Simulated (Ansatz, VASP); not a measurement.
GaP in VASP and in Ansatz

```xyz
2
Lattice="0.0000 2.7805 2.7299 2.7805 0.0000 2.7299 2.7805 2.7805 0.0000" Properties=species:S:1:pos:R:3 pbc="T T T"
Ga    0.0000    0.0000    0.0000
P     1.3903    1.3903    1.3650
```

Change from the starting cell: strained cell.

Alike in both runs: functional PBE; k mesh 8 × 8 × 8; occupations gaussian, width 0.02 eV; no spin polarisation.

Ansatz relaxed the structure, and its values are those at the end. VASP's run is a single point on that final structure, the one shown.

|  | VASP | Ansatz |
| --- | --- | --- |
| version | VASP 6.6.1 | Ansatz 0.2.0 |
| potentials or method | VASP PAW PBE potentials, release 64 (Ga_d, P), cutoff 500 eV | scalar-relativistic, plane waves, PAW |
| valence electrons in the cell | 18 | 18 |

```csv
,VASP,Ansatz,Ansatz less VASP
gap on the k mesh at the Fermi level (eV),1.42,1.42,+0.003
least direct gap on the mesh (eV),1.42,1.42,+0.003
pressure (GPa),-0.9,-0.9,+0.07
```

With one functional, cell and mesh, what is left measures potentials, basis and numerics. Ansatz's warnings: stress scf threshold loose.
